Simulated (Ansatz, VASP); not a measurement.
# Si2Mo in VASP and in Ansatz

Contents of INCAR:

```
  ALGO = Normal
  EDIFF = 1E-6
  ENCUT = 520
  GGA = PS
  ISIF = 2
  ISMEAR = 0
  LASPH = T
  LCHARG = F
  LREAL = F
  LWAVE = F
  NBANDS = 31
  NELM = 80
  PREC = Accurate
  SIGMA = 0.1
```

The input KPOINTS:

```
k-points
0
Gamma
  12 12 6
```

Contents of POSCAR:

```
Si2Mo
1.0
    3.1900701716      0.0000000000      0.0000000000
    0.0000000000      3.1900701716      0.0000000000
    0.0000000000      0.0000000000      7.8213840138
Si Mo
4 2
Direct
    0.0000000000      0.0000000000      0.3350596647
    0.5000000000      0.5000000000      0.1649403353
    0.5000000000      0.5000000000      0.8350596647
    0.0000000000      0.0000000000      0.6649403353
    0.0000000000      0.0000000000      0.0000000000
    0.5000000000      0.5000000000      0.5000000000
```

Input for Ansatz:

```yaml
crystal:
  lattice:
    - [3.1900701716, 0.0, 0.0]
    - [0.0, 3.1900701716, 0.0]
    - [0.0, 0.0, 7.8213840138]
  atoms:
    - { symbol: Si, position: [0.0, 0.0, 0.3350596647] }
    - { symbol: Si, position: [0.5, 0.5, 0.1649403353] }
    - { symbol: Si, position: [0.5, 0.5, 0.8350596647] }
    - { symbol: Si, position: [0.0, 0.0, 0.6649403353] }
    - { symbol: Mo, position: [0.0, 0.0, 0.0] }
    - { symbol: Mo, position: [0.5, 0.5, 0.5] }
basis:
  ecutwfc: 420
kpoints:
  mp_grid: { grid: [12, 12, 6] }
hamiltonian:
  xc: pbesol
scf:
  occupations: { method: gaussian, width: 0.1 }
output:
  forces: true
  stress: true
  eigenvalues: true
```

Alike in both runs: task single point; functional PBEsol; k mesh 12 × 12 × 6; occupations gaussian, width 0.1 eV; no spin polarisation.

```csv
,VASP,Ansatz
version,VASP 6.6.1,Ansatz 0.2.0
potentials or method,"VASP PAW PBE potentials, release 64 (Si, Mo_sv), cutoff 520 eV","scalar-relativistic, plane waves, PAW"
valence electrons in the cell,44,44
```

```csv
,VASP,Ansatz,Ansatz less VASP
gap on the k mesh at the Fermi level (eV),none,none,-
pressure (GPa),0.4,0.0,-0.40
"traceless stress, the component that is largest in VASP (GPa)",-0.11,-0.11,+0.001
rms of the force components (eV/Å),0.005,0.008,+0.0027
```

VASP's potentials were made for PBE, not for PBEsol. Atom by atom the forces differ by 0.003 eV/Å (rms over components). A gap of «none» marks a metal or a gap that the smearing closes.
